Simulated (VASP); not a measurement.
# Al12O in VASP: single point with PBE

Aim: the single point of Al12O with PBE.

All numbers are computed with VASP 6.6.1; they aren't measurements. Logs are shortened: lines on timing, memory, paths and dates and some standing lists are left out, and cuts for length are marked.

**1. The cell of the first run**

The cell holds a slab with vacuum, 13 atoms: a = 5.714 Å, b = 5.714 Å, c = 21.175 Å, α = 90.00°, β = 90.00°, γ = 90.00°.

**2. Single point, PBE, collinear spin, ferromagnetic start**

The input, INCAR:

```
  ALGO = Normal
  DIPOL = 0.5 0.5 0.302
  EDIFF = 1E-7
  ENCUT = 520
  GGA = PE
  IDIPOL = 3
  ISIF = 2
  ISMEAR = 0
  ISPIN = 2
  LASPH = True
  LCHARG = False
  LDIPOL = True
  LORBIT = 11
  LREAL = False
  LWAVE = False
  MAGMOM = 0 0 0 0 0 0 0 0 0 0 0 0 2
  NBANDS = 37
  NELM = 150
  PREC = Accurate
  SIGMA = 0.1
```

The input, KPOINTS:

```
k-points
0
Gamma
  5 5 1
```

The input, POSCAR:

```
Al12O
1.0
    5.7143028096      0.0000000000      0.0000000000
    0.0000000000      5.7143028096      0.0000000000
    0.0000000000      0.0000000000     21.1750228481
Al O
12 1
Direct
    0.2500000000      0.2500000000      0.1889018033
    0.2500000000      0.7500000000      0.1889018033
    0.7500000000      0.2500000000      0.1889018033
    0.7500000000      0.7500000000      0.1889018033
    0.0000000000      0.0000000000      0.2873686073
    0.0000000000      0.5000000000      0.2873686073
    0.5000000000      0.0000000000      0.2873686073
    0.5000000000      0.5000000000      0.2873686073
    0.2500000000      0.2500000000      0.3860691394
    0.2500000000      0.7500000000      0.3860691394
    0.7500000000      0.2500000000      0.3860691394
    0.7500000000      0.7500000000      0.3860691394
    0.4166666667      0.4166666667      0.4819368046
```

Potentials or basis: VASP PAW PBE potentials, release 64 (Al, O).

Run with:

```console
cat potpaw_PBE.64/Al/POTCAR potpaw_PBE.64/O/POTCAR > POTCAR
mpirun -np 1 vasp_std > vasp.out
```

OUTCAR:

```text
EDIFF = 1E-7
   ENCUT = 520
   GGA = PE
   ISIF = 2
   ISMEAR = 0
   ISPIN = 2
   LASPH = True
   LORBIT = 11
   LREAL = False
   NELM = 150
   PREC = Accurate

 ion  position               nearest neighbor table
   1  0.250  0.250  0.189-   2 2.86   3 2.86   2 2.86   3 2.86   7 2.90   8 2.90   5 2.90   6 2.90

   2  0.250  0.750  0.189-   1 2.86   4 2.86   1 2.86   4 2.86   7 2.90   8 2.90   5 2.90   6 2.90

   3  0.750  0.250  0.189-   1 2.86   4 2.86   4 2.86   1 2.86   7 2.90   8 2.90   5 2.90   6 2.90
[... 15 lines left out ...]
  11  0.750  0.250  0.386-   9 2.86  12 2.86  12 2.86   9 2.86   5 2.91   6 2.91   7 2.91   8 2.91

  12  0.750  0.750  0.386-  10 2.86  11 2.86  11 2.86  10 2.86   5 2.91   6 2.91   7 2.91   8 2.91

  13  0.417  0.417  0.482-   9 2.44

  LATTYP: Found a simple tetragonal cell.
 ALAT       =     5.7143028096
 C/A-ratio  =     3.7056179124

  Lattice vectors:

 A1 = (   5.7143028096,   0.0000000000,   0.0000000000)
 A2 = (   0.0000000000,   5.7143028096,   0.0000000000)
 A3 = (   0.0000000000,   0.0000000000,  21.1750228481)

Analysis of symmetry for initial positions (statically):
=====================================================================
 Subroutine PRICEL returns:
 Original cell was already a primitive cell.

 Routine SETGRP: Setting up the symmetry group for a
 simple tetragonal supercell.

 Subroutine GETGRP returns: Found  2 space group operations
 (whereof  2 operations were pure point group operations)
 out of a pool of 16 trial point group operations.

The static configuration has the point symmetry C_1h.

Analysis of symmetry for dynamics (positions and initial velocities):
=====================================================================
 Subroutine PRICEL returns:
 Original cell was already a primitive cell.

 Routine SETGRP: Setting up the symmetry group for a
 simple tetragonal supercell.

 Subroutine GETGRP returns: Found  2 space group operations
 (whereof  2 operations were pure point group operations)
 out of a pool of 16 trial point group operations.

The dynamic configuration has the point symmetry C_1h.

Analysis of structural, dynamic, and magnetic symmetry:
=====================================================================
 Subroutine PRICEL returns:
[... 182 lines left out ...]
      5      -7.1486      1.00000
      6      -7.0416      1.00000
[... 313 lines left out ...]
     32       1.6068      0.00000
     33       1.6508      0.00000
 Fermi energy:        -1.3948449120

 spin component 2

 k-point     1 :       0.0000    0.0000    0.0000
  band No.  band energies     occupation
      1     -16.5584      1.00000
      2     -11.5098      1.00000
      3      -9.3713      1.00000
      4      -7.1324      1.00000
      5      -7.1219      1.00000
      6      -7.0271      1.00000
[... 313 lines left out ...]
     32       1.6346      0.00000
     33       1.6796      0.00000
 [bands above 33 left out]

------------------------ aborting loop because EDIFF is reached ----------------------------------------

 vacuum level on the upper side and lower side of the slab       (xc-potential included)         1.076        -1.084

  FORCE on cell =-STRESS in cart. coord.  units (eV):
  Direction    XX          YY          ZZ          XY          YZ          ZX
  --------------------------------------------------------------------------------------
  -------------------------------------------------------------------------------------
  Total       -8.9732770     -8.9732770     -8.5285396      0.0523489     -1.1795403     -1.1795403
  in kB      -20.7927182    -20.7927182    -19.7621807      0.1213020     -2.7332099     -2.7332098
  external PRESSURE =     -20.4492057 kB  Pullay stress =       0.0000000 kB

 VOLUME and BASIS-vectors are now :
 -----------------------------------------------------------------------------
  energy-cutoff  :      520.00
  volume of cell :      691.43
      direct lattice vectors                 reciprocal lattice vectors
     5.714302810  0.000000000  0.000000000     0.174999476  0.000000000  0.000000000
     0.000000000  5.714302810  0.000000000     0.000000000  0.174999476  0.000000000
     0.000000000  0.000000000 21.175022848     0.000000000  0.000000000  0.047225451

 POSITION                                       TOTAL-FORCE (eV/Angst)
 -----------------------------------------------------------------------------------
      1.42858      1.42858      4.00000         0.027448      0.027448      0.075934
      1.42858      4.28573      4.00000         0.039303     -0.024814      0.050406
      4.28573      1.42858      4.00000        -0.024814      0.039303      0.050406
      4.28573      4.28573      4.00000        -0.039914     -0.039914      0.010971
      0.00000      0.00000      6.08504        -0.030277     -0.030277     -0.098314
      0.00000      2.85715      6.08504         0.062224      0.039226      0.071657
      2.85715      0.00000      6.08504         0.039226      0.062224      0.071657
      2.85715      2.85715      6.08504        -0.018627     -0.018627      0.120241
      1.42858      1.42858      8.17502         0.642316      0.642316      1.947607
      1.42858      4.28573      8.17502         0.139274     -0.323533      0.589083
      4.28573      1.42858      8.17502        -0.323533      0.139274      0.589083
      4.28573      4.28573      8.17502         0.010200      0.010200      0.162237
      2.38096      2.38096     10.20502        -0.522827     -0.522827     -3.640967
 -----------------------------------------------------------------------------------
    total drift:                               -0.000345     -0.000345      0.000196

  FREE ENERGIE OF THE ION-ELECTRON SYSTEM (eV)
  ---------------------------------------------------
  free  energy   TOTEN  =       -45.7814743803 eV

  energy  without entropy=      -45.7515575772  energy(sigma->0) =      -45.76651598

 vacuum level on the upper side and lower side of the slab         5.177         2.970

 total charge

# of ion       s       p       d       tot
------------------------------------------
    1        0.473   0.285   0.000   0.758
    2        0.474   0.284   0.000   0.758
    3        0.474   0.284   0.000   0.758
    4        0.473   0.285   0.000   0.759
    5        0.436   0.327   0.000   0.763
    6        0.432   0.326   0.000   0.758
    7        0.432   0.326   0.000   0.758
    8        0.428   0.333   0.000   0.761
    9        0.434   0.279   0.000   0.713
   10        0.465   0.271   0.000   0.737
   11        0.465   0.271   0.000   0.737
   12        0.475   0.275   0.000   0.750
   13        1.604   3.082   0.000   4.686
--------------------------------------------------
tot          7.067   6.629   0.000  13.696

 magnetization (x)

# of ion       s       p       d       tot
------------------------------------------
    1        0.003   0.007   0.000   0.010
    2        0.001   0.002   0.000   0.003
    3        0.001   0.002   0.000   0.003
    4        0.003   0.008   0.000   0.011
    5       -0.001   0.008   0.000   0.007
    6        0.001   0.002   0.000   0.003
    7        0.001   0.002   0.000   0.003
    8       -0.000  -0.001   0.000  -0.001
    9        0.003  -0.006   0.000  -0.003
   10        0.009  -0.001   0.000   0.008
   11        0.009  -0.001   0.000   0.008
   12        0.006   0.005   0.000   0.011
   13        0.004   0.448   0.000   0.452
--------------------------------------------------
tot          0.041   0.474   0.000   0.515
```

OSZICAR:

```text
N       E                     dE             d eps       ncg     rms          rms(c)
DAV:   1     0.164383101818E+03    0.16438E+03   -0.12326E+04  1332   0.786E+02
DAV:   2    -0.209785416964E+02   -0.18536E+03   -0.17744E+03  1870   0.144E+02
DAV:   3    -0.471201384830E+02   -0.26142E+02   -0.23661E+02  1849   0.434E+01
[... 30 lines left out ...]
DAV:  34    -0.457814711063E+02   -0.30770E-05   -0.26374E-07  1389   0.140E-03    0.374E-04
DAV:  35    -0.457814734122E+02   -0.23059E-05   -0.18936E-07  1355   0.117E-03    0.321E-04
DAV:  36    -0.457814741218E+02   -0.70963E-06   -0.53889E-08  1195   0.898E-04    0.205E-04
DAV:  37    -0.457814743174E+02   -0.19562E-06   -0.24813E-08  1046   0.484E-04    0.156E-04
DAV:  38    -0.457814743803E+02   -0.62866E-07   -0.11206E-08  1031   0.348E-04
   1 F= -.45781474E+02 E0= -.45766516E+02  d E =-.299168E-01  mag=     0.7839
```

Wall time 12 min (1 thread of Intel Xeon 6975P-C (Granite Rapids), shared host); peak memory 0.99 GiB.

Results:

```yaml
Free_energy: -45.7815 eV
Largest_force: 3.715 eV/Å
Net_moment: 0.78 μB per cell
Site_moments: Al +0.01, +0.00, -0.00 (each value once); O +0.45 μB
Valence_electrons_inside_the_program's_atomic_spheres: Al 0.76, 0.71, 0.74, 0.75 (each value once); O 4.69
```

Forces on the atoms (eV/Å):
```
Al   0.027  0.027  0.076
Al   0.039 -0.025  0.050
Al  -0.025  0.039  0.050
Al  -0.040 -0.040  0.011
Al  -0.030 -0.030 -0.098
Al   0.062  0.039  0.072
Al   0.039  0.062  0.072
Al  -0.019 -0.019  0.120
Al   0.642  0.642  1.948
Al   0.139 -0.324  0.589
Al  -0.324  0.139  0.589
Al   0.010  0.010  0.162
O   -0.523 -0.523 -3.641
```

Caveat: a moment this small can come from the mesh or the smearing.
